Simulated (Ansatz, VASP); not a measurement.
**One calculation of NaOs3F, two programs**

```
CELL_PARAMETERS angstrom
4.29246 0.00000 0.00000
0.00000 4.29246 0.00000
0.00000 0.00000 4.29246
ATOMIC_POSITIONS crystal
Na 0.00000 0.00000 0.00000
Os 0.00000 0.50000 0.50000
Os 0.50000 0.00000 0.50000
Os 0.50000 0.50000 0.00000
F 0.50000 0.50000 0.50000
```

Change from the starting cell: species swapped into the HoBRh3 type (Pm-3m, No. 221).

Alike in both runs: functional PBE; k mesh 10 × 10 × 10; occupations gaussian, width 0.1 eV; collinear spin.

Ansatz relaxed the structure, and its values are those at the end. VASP's run is a single point on that final structure, the one shown.

```csv
,VASP,Ansatz
version,VASP 6.6.1,Ansatz 0.2.0
potentials or method,"VASP PAW PBE potentials, release 64 (Na_pv, Os, F), cutoff 520 eV","scalar-relativistic, plane waves, PAW"
valence electrons in the cell,38,64
```

|  | VASP | Ansatz | Ansatz less VASP |
| --- | --- | --- | --- |
| gap on the k mesh at the Fermi level (eV) | none | none | - |
| pressure (GPa) | 0.3 | 0.0 | -0.27 |
| net moment per atom (μB) | 0.45 | 0.46 | +0.015 |
| size of the moment on the site where the two differ most (μB) | 0.72 | 0.52 | -0.203 |

Site moments also hang on the region over which each program counts them. A gap of «none» marks a metal or a gap that the smearing closes. VASP's potentials hold 38 valence electrons a cell and Ansatz's 64, so a difference there can come from the potentials and not from the codes.

Spin-orbit coupling is off throughout.
